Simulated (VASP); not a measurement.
AgCl: single point with PBE

Crystal: AgCl.

```
Ag Cl
1.0
     0.02773    2.78702    2.78702
     2.78702    0.02773    2.78702
     2.78702    2.78702    0.02773
Ag Cl
1 1
Direct
  0.50000 0.50000 0.50000
  0.00000 0.00000 0.00000
```

This cell differs from its parent crystal: equal xy, yz and zx shear strains of +1 %.

```json
{
 "Program": "VASP 6.6.1",
 "Task": "single point",
 "Functional": "PBE",
 "Potentials or basis": "VASP PAW PBE potentials, release 64 (Ag, Cl)",
 "Cutoff": "520 eV",
 "k mesh": "8 × 8 × 8",
 "Occupations": "fermi-dirac, width 0.02 eV",
 "Spin": "no spin polarisation"
}
```

```yaml
Pressure: 1.5 GPa
Band_gap_on_the_k_mesh: 0.89 eV, indirect (least direct gap 3.17 eV)
```

Stress tensor (GPa, compression positive):
```
 1.47 -0.05 -0.05
-0.05  1.47 -0.05
-0.05 -0.05  1.47
```

Levels at points of the mesh, in eV from the valence-band top:
| k point | band 7 | band 8 | band 9 | band 10 | band 11 | band 12 |
| --- | --- | --- | --- | --- | --- | --- |
| (0.00, 0.00, 0.00) | -2.38 | -2.31 | -2.31 | 0.89 | 10.72 | 10.90 |
| (0.50, 0.00, 0.00) | -1.77 | -0.02 | 0.00 | 4.21 | 6.54 | 7.57 |
| (0.50, 0.50, 0.00) | -1.97 | -1.97 | -1.88 | 2.37 | 8.01 | 8.62 |
| (0.50, 0.50, 0.50) | -1.80 | -0.03 | -0.03 | 4.28 | 6.45 | 7.76 |

Wall time 50 s on 1 thread of Intel(R) Xeon(R) Platinum 8175M CPU @ 2.50GHz (Skylake/Cascade Lake), on a shared host, peak memory 0.19 GiB.

Caveat: the cell differs from its parent crystal (equal xy, yz and zx shear strains of +1 %). A k mesh can miss the band edges.
